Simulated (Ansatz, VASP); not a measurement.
## One calculation of S, two programs

INCAR

```
PREC     = Accurate       # precision mode
ENCUT    = 520            # plane-wave cutoff, eV
EDIFF    = 1E-6           # SCF threshold, eV
ISMEAR   = 0              # smearing method
SIGMA    = 0.15           # smearing width, eV
LREAL    = False          # projectors in reciprocal space
LASPH    = True           # aspherical terms in the spheres
NELM     = 100            # most SCF steps
ALGO     = Normal         # electronic algorithm
ISIF     = 2              # what is computed and relaxed
LWAVE    = False          # write WAVECAR
LCHARG   = False          # write CHGCAR
GGA      = PS             # functional
NBANDS   = 9              # bands
```

KPOINTS

```
regular mesh
0
Gamma
  22 22 22
```

Contents of POSCAR:

```
S
1.0
    0.0000000000      1.9319856250      2.1251841875
    1.9319856250      0.0000000000      2.1251841875
    1.9319856250      1.9319856250      0.0000000000
S
1
Direct
    0.0000000000      0.0000000000      0.0000000000
```

Input for Ansatz:

```yaml
crystal:
  lattice:
    - [0.0, 1.931985625, 2.1251841875]
    - [1.931985625, 0.0, 2.1251841875]
    - [1.931985625, 1.931985625, 0.0]
  atoms:
    - { symbol: S, position: [0.0, 0.0, 0.0] }
basis:
  ecutwfc: 420
kpoints:
  mp_grid: { grid: [22, 22, 22] }
hamiltonian:
  xc: pbesol
scf:
  occupations: { method: gaussian, width: 0.15 }
output:
  forces: true
  stress: true
  eigenvalues: true
```

Alike in both runs: task single point; functional PBEsol; k mesh 22 × 22 × 22; occupations gaussian, width 0.15 eV; no spin polarisation.

```csv
,VASP,Ansatz
version,VASP 6.6.1,Ansatz 0.2.0
potentials or method,"VASP PAW PBE potentials, release 64 (S), cutoff 520 eV","scalar-relativistic, plane waves, PAW"
valence electrons in the cell,6,6
```

```csv
,VASP,Ansatz,Ansatz less VASP
gap on the k mesh at the Fermi level (eV),none,none,-
pressure (GPa),-5.1,-5.1,-0.04
"traceless stress, the component that is largest in VASP (GPa)",5.60,5.61,+0.011
```

VASP's potentials were made for PBE, not for PBEsol. A gap of «none» marks a metal or a gap that the smearing closes.
